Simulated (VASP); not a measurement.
Here is a VASP 6.6.1 calculation.

File INCAR:

```
  ALGO = Normal
  EDIFF = 1E-7
  ENCUT = 520
  GGA = PE
  ISIF = 2
  ISMEAR = 0
  LASPH = T
  LCHARG = F
  LREAL = F
  LWAVE = F
  NBANDS = 50
  NELM = 80
  PREC = Accurate
  SIGMA = 0.1
```

The input KPOINTS:

```
k-points
0
Gamma
  4 4 2
```

POSCAR

```
SnPb3O4
1.0
    3.9620033832     -0.0006714913      0.0018059890
   -0.0003913794      4.0366935069     -0.0014265043
    0.0050984810     -0.0040985523     10.8735350531
Sn Pb O
1 3 4
Direct
    0.4993775751      0.4999888857      0.3913894676
    0.0004892903      0.0001298794      0.1177931239
   -0.0011855700      0.0003542761      0.6053807852
    0.5011570784      0.4994002528      0.8950144478
    0.0008395943      0.5001819088      0.0059219204
   -0.0007934653      0.4998805385      0.4927843278
    0.5007672057      0.0002078162      0.0023289421
    0.4993482914     -0.0001435576      0.4893859853
```

Potentials or basis: VASP PAW PBE potentials, release 64 (Sn_d, Pb_d, O).

Run with:

```console
$ cat potpaw_PBE.64/Sn_d/POTCAR potpaw_PBE.64/Pb_d/POTCAR potpaw_PBE.64/O/POTCAR > POTCAR
$ mpirun -np 1 vasp_std > vasp.out
```

(1) Estimate the pressure.

(2) Predict the largest force.

(3) What does it give for the band gap on the k mesh?

Results:

(1) 0.2 GPa.

(2) 0.047 eV/Å.

(3) 1.45 eV (least direct gap 1.74 eV).

Caveat: spin-orbit coupling is left out, which moves the levels of the heavy elements.
